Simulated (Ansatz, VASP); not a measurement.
## One calculation of CoO, two programs

Contents of INCAR:

```
SYSTEM = CoO
PREC     = Accurate       ! precision mode
ENCUT    = 520            ! plane-wave cutoff, eV
EDIFF    = 1E-7           ! SCF threshold, eV
ISMEAR   = -1             ! smearing method
SIGMA    = 0.05           ! smearing width, eV
LREAL    = .False.        ! projectors in reciprocal space
LASPH    = .True.         ! aspherical terms in the spheres
NELM     = 150            ! most SCF steps
ALGO     = Normal         ! electronic algorithm
ISIF     = 2              ! what is computed and relaxed
LWAVE    = .False.        ! write WAVECAR
LCHARG   = .True.         ! write CHGCAR
ISPIN    = 2              ! spin polarisation
MAGMOM   = 2 0            ! initial moments
LORBIT   = 11             ! projections on sites
LMAXMIX  = 4              ! l up to which the mixer works
GGA      = PE             ! functional
LELF     = .True.         ! ELF
LVHAR    = .True.       
NBANDS   = 18             ! bands
```

File KPOINTS:

```
Automatic mesh
0
Gamma
  12 12 12
  0 0 0
```

The input POSCAR:

```
CoO
1.0
   -1.5375765848      1.5375765848      2.1485794871
    1.5375765848     -1.5375765848      2.1485794871
    1.5375765848      1.5375765848     -2.1485794871
Co O
1 1
Direct
    0.0000000000      0.0000000000      0.0000000000
    0.5000000000      0.5000000000      0.0000000000
```

Contents of input.yaml:

```yaml
crystal:
  lattice:
    - [-1.5375765848, 1.5375765848, 2.1485794871]
    - [1.5375765848, -1.5375765848, 2.1485794871]
    - [1.5375765848, 1.5375765848, -2.1485794871]
  atoms:
    - { symbol: Co, position: [0.0, 0.0, 0.0], spin: 2.0 }
    - { symbol: O, position: [0.5, 0.5, 0.0] }
hamiltonian:
  xc: pbe
  pseudopotentials: { kind: paw }
magnetization:
  spin_polarized: true
kpoints:
  mp_grid: { grid: [12, 12, 12] }
scf:
  occupations: { method: fermi_dirac, width: 0.05 }
output:
  forces: true
  stress: true
  eigenvalues: true
```

Alike in both runs: task single point; functional PBE; k mesh 12 × 12 × 12; occupations fermi-dirac, width 0.05 eV; collinear spin.

```csv
,VASP,Ansatz
version,VASP 6.6.1,Ansatz 0.2.0
potentials or method,"VASP PAW PBE potentials, release 64 (Co, O)",Ansatz PAW
plane-wave cutoff (eV),520,420
valence electrons in the cell,15,23
```

|  | VASP | Ansatz | Ansatz less VASP |
| --- | --- | --- | --- |
| gap on the k mesh at the Fermi level (eV) | none | none | - |
| pressure (GPa) | -9.5 | -9.1 | +0.37 |
| traceless stress, the component that is largest in VASP (GPa) | -0.16 | -0.18 | -0.021 |
| net moment per atom (μB) | 1.49 | 1.49 | +0.005 |
| size of the moment on the site where the two differ most (μB) | 2.61 | 2.54 | -0.071 |

Site moments also hang on the region over which each program counts them. A gap of «none» marks a metal or a gap that the smearing closes. The functional is the same, so the differences come from potentials, cutoffs and numerics. VASP's potentials hold 15 valence electrons a cell and Ansatz's 23, so a difference there can come from the potentials and not from the codes.
